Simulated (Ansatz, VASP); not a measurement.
**Two plane-wave programs on Si5Ge**

File POSCAR:

```
Si5Ge
1.0
    3.8731228747      0.0000000000      0.0000000000
   -1.9365614373      3.3542228015      0.0000000000
    0.0000000000      0.0000000000      9.4848246374
Si Ge
5 1
Direct
    0.0000000000      0.0000000000     -0.0032504489
    0.6666666667      0.3333333333      0.6665279476
    0.3333333333      0.6666666667      0.3366787532
    0.6666666667      0.3333333333      0.9153029420
    0.3333333333      0.6666666667      0.5846298178
    0.0000000000      0.0000000000      0.2501109882
```

The input INCAR.step1:

```
SYSTEM = Si5Ge
  PREC = Accurate
  ENCUT = 520
  EDIFF = 1E-5
  ISMEAR = 0
  SIGMA = 0.01
  LREAL = .False.
  LASPH = .True.
  NELM = 100
  ALGO = Normal
  ISIF = 2
  LWAVE = .True.
  LCHARG = .False.
  NBANDS = 26
  GGA = PE
  LUSENCCL = .False.
```

INCAR.step2

```
SYSTEM = Si5Ge
  PREC = Accurate
  ENCUT = 520
  EDIFF = 1E-6
  ISMEAR = 0
  SIGMA = 0.01
  LREAL = .False.
  LASPH = .True.
  NELM = 100
  ALGO = Normal
  ISIF = 2
  LWAVE = .False.
  LCHARG = .False.
  GGA = PE
  LHFCALC = .True.
  AEXX = 0.1
  HFSCREEN = 0.2078
  PRECFOCK = Fast
  NBANDS = 26
  ISTART = 1
  LUSENCCL = .False.
```

Contents of KPOINTS:

```
regular mesh
0
Gamma
  6 6 2
  0 0 0
```

Input for Ansatz:

```yaml
crystal:
  lattice:
    - [3.8731228747, 0.0, 0.0]
    - [-1.9365614373, 3.3542228015, 0.0]
    - [0.0, 0.0, 9.4848246374]
  atoms:
    - { symbol: Si, position: [0.0, 0.0, -0.0032504489] }
    - { symbol: Si, position: [0.6666666667, 0.3333333333, 0.6665279476] }
    - { symbol: Si, position: [0.3333333333, 0.6666666667, 0.3366787532] }
    - { symbol: Si, position: [0.6666666667, 0.3333333333, 0.915302942] }
    - { symbol: Si, position: [0.3333333333, 0.6666666667, 0.5846298178] }
    - { symbol: Ge, position: [0.0, 0.0, 0.2501109882] }
kpoints:
  mp_grid: { grid: [6, 6, 2] }
hamiltonian:
  xc:
    exchange: pbe
    correlation: pbe
    exx: { coeff: 0.1, omega: 0.2078 }
scf:
  occupations: { method: fixed }
  n_extra_bands: 5
output:
  forces: true
  stress: true
  eigenvalues: true
```

Alike in both runs: task single point; functional PBE-based screened hybrid; k mesh 6 × 6 × 2; no spin polarisation.

|  | VASP | Ansatz |
| --- | --- | --- |
| version | VASP 6.6.1 | Ansatz 0.2.0 |
| potentials or method | VASP PAW PBE potentials, release 64 (Si, Ge_d) | plane waves |
| plane-wave cutoff (eV) | 520 | 420 |
| occupations | gaussian, width 0.01 eV | fixed |
| valence electrons in the cell | 34 | 34 |

VASP gave:

* gap on the k mesh at the Fermi level (eV): 0.87
* pressure (GPa): 0.8
* traceless stress, the component that is largest in VASP (GPa): -0.24
* rms of the force components (eV/Å): 0.021

Question: Estimate Ansatz's values.

Answer: gap on the k mesh at the Fermi level (eV): 0.86; pressure (GPa): 1.0; traceless stress, the component that is largest in VASP (GPa): -0.24; rms of the force components (eV/Å): 0.020.

VASP's potentials were made for PBE, not for PBE-based screened hybrid. Atom by atom the forces differ by 0.001 eV/Å (rms over components). Ansatz's warnings: stress exchange threshold loose, stress scf threshold loose.
